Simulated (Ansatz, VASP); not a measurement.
Zn4SiN: VASP beside Ansatz

```
Zn Si N
1.0
     0.00000    3.35564    3.35564
     3.35564    0.00000    3.35564
     3.35564    3.35564    0.00000
Zn Si N
4 1 1
Direct
  0.37480 0.37480 0.87559
  0.87559 0.37480 0.37480
  0.37480 0.37480 0.37480
  0.37480 0.87559 0.37480
  0.00000 0.00000 0.00000
  0.75000 0.75000 0.75000
```

Change from the starting cell: species swapped into the ErInCu4 type (F-43m, No. 216).

Alike in both runs: task relaxation of cell and atoms; functional PBE; k mesh 4 × 4 × 4; occupations gaussian, width 0.1 eV; collinear spin.

```csv
,VASP,Ansatz
version,VASP 6.6.1,Ansatz 0.2.0
potentials or method,"VASP PAW PBE potentials, release 64 (Zn, Si, N), cutoff 600 eV","scalar-relativistic, plane waves, PAW"
valence electrons in the cell,57,57
```

```csv
,VASP,Ansatz,Ansatz less VASP
"gap on the k mesh at the Fermi level, each at its own relaxed structure (eV)",none,none,-
net moment per atom (μB),0.19,0.19,0.000
size of the moment on the site where the two differ most (μB),0.86,1.15,+0.297
relaxed volume (Å³/atom),14.75,14.65,-0.105
relaxed length of the cell vector where the two differ most in proportion (Å),5.003,4.991,-0.0119
```

Site moments also hang on the region over which each program counts them. A gap of «none» marks a metal or a gap that the smearing closes.

The k mesh is coarse, so the values compare programs but aren't converged. Noted on VASP's run: the volume moved by over 15 % at a fixed basis, so the end points are rough.
